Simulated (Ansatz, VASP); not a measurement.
# NbP in VASP and in Ansatz

```xyz
8
Lattice="3.3470 0.0000 0.0000 0.0000 3.3470 0.0000 0.0000 0.0000 24.5145" Properties=species:S:1:pos:R:3 pbc="T T T"
Nb    1.6735    1.6735    7.5000
Nb    0.0000    1.6735   10.3570
Nb    0.0000    0.0000   13.2140
Nb    1.6735    0.0000   16.0710
P     0.0000    0.0000    8.4435
P     1.6735    0.0000   11.3005
P     1.6735    1.6735   14.1575
P     0.0000    1.6735   17.0145
```

Alike in both runs: task single point; functional PBE; k mesh 10 × 10 × 1; occupations gaussian, width 0.1 eV; no spin polarisation.

|  | VASP | Ansatz |
| --- | --- | --- |
| version | VASP 6.6.1 | Ansatz 0.2.0 |
| potentials or method | VASP PAW PBE potentials, release 64 (Nb_sv, P), cutoff 520 eV | scalar-relativistic, plane waves, PAW |
| valence electrons in the cell | 72 | 72 |

|  | VASP | Ansatz | Ansatz less VASP |
| --- | --- | --- | --- |
| gap on the k mesh at the Fermi level (eV) | none | none | - |
| rms of the force components (eV/Å) | 0.293 | 0.291 | -0.0025 |

A gap of «none» marks a metal or a gap that the smearing closes. Ansatz's warnings: xc potential rough in thin density.
